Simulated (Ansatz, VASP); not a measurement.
One calculation of HfN, two programs

INCAR

```
SYSTEM = HfN
PREC = Accurate
ENCUT = 520
EDIFF = 1E-6
ISMEAR = 0
SIGMA = 0.15
LREAL = .False.
LASPH = .True.
NELM = 80
ALGO = Normal
ISIF = 2
LWAVE = .False.
LCHARG = .False.
GGA = CA
NBANDS = 23
```

Contents of KPOINTS:

```
Automatic mesh
0
Gamma
  14 14 10
  0 0 0
```

File POSCAR:

```
HfN
1.0
    0.0000000000     -2.2339756809     -2.2339756809
    0.0000000000      2.2339756809     -2.2339756809
    4.4679513618      0.0000000000      0.0000000000
Hf N
2 2
Direct
    0.5098216066      0.4901783934      0.5000000000
   -0.0098216066      0.0098216066      0.0000000000
    0.5044835232      0.4955164768      0.0000000000
   -0.0044835232      0.0044835232      0.5000000000
```

Input for Ansatz:

```yaml
crystal:
  lattice:
    - [0.0, -2.2339756809, -2.2339756809]
    - [0.0, 2.2339756809, -2.2339756809]
    - [4.4679513618, 0.0, 0.0]
  atoms:
    - { symbol: Hf, position: [0.5098216066, 0.4901783934, 0.5] }
    - { symbol: Hf, position: [-0.0098216066, 0.0098216066, 0.0] }
    - { symbol: "N", position: [0.5044835232, 0.4955164768, 0.0] }
    - { symbol: "N", position: [-0.0044835232, 0.0044835232, 0.5] }
basis:
  ecutwfc: 520.0
kpoints:
  mp_grid: { grid: [14, 14, 10] }
hamiltonian:
  xc: lda
  pseudopotentials: { kind: paw, azcp: { folder: soft_1 } }
scf:
  occupations: { method: gaussian, width: 0.15 }
output:
  forces: true
  stress: true
  eigenvalues: true
  write_density: true
  write_potential: true
  elf: true
  volumetric_format: npy
```

Change from the starting cell: mode 4 frozen in at -0.042 Å and mode 11 at -0.043 Å (largest displacements).

Alike in both runs: task single point; functional LDA; k mesh 14 × 14 × 10; occupations gaussian, width 0.15 eV; no spin polarisation.

```csv
,VASP,Ansatz
version,VASP 6.6.1,Ansatz 0.2.0
potentials or method,"VASP PAW LDA potentials, release 64 (Hf_pv, N), cutoff 520 eV","scalar-relativistic, plane waves, PAW"
valence electrons in the cell,30,62
```

|  | VASP | Ansatz | Ansatz less VASP |
| --- | --- | --- | --- |
| gap on the k mesh at the Fermi level (eV) | none | none | - |
| pressure (GPa) | -0.5 | 0.7 | +1.19 |
| traceless stress, the component that is largest in VASP (GPa) | 1.46 | 1.47 | +0.003 |
| rms of the force components (eV/Å) | 0.461 | 0.461 | -0.0002 |

Ansatz warns that its potentials were made for another functional, while VASP's fit it. LDA's correlation is that of Perdew and Zunger in VASP and of Perdew and Wang (1992) in Ansatz. Atom by atom the forces differ by 0.002 eV/Å (rms over components). A gap of «none» marks a metal or a gap that the smearing closes. VASP's potentials hold 30 valence electrons a cell and Ansatz's 62, so a difference there can come from the potentials and not from the codes.

Neither program's run includes spin-orbit coupling.
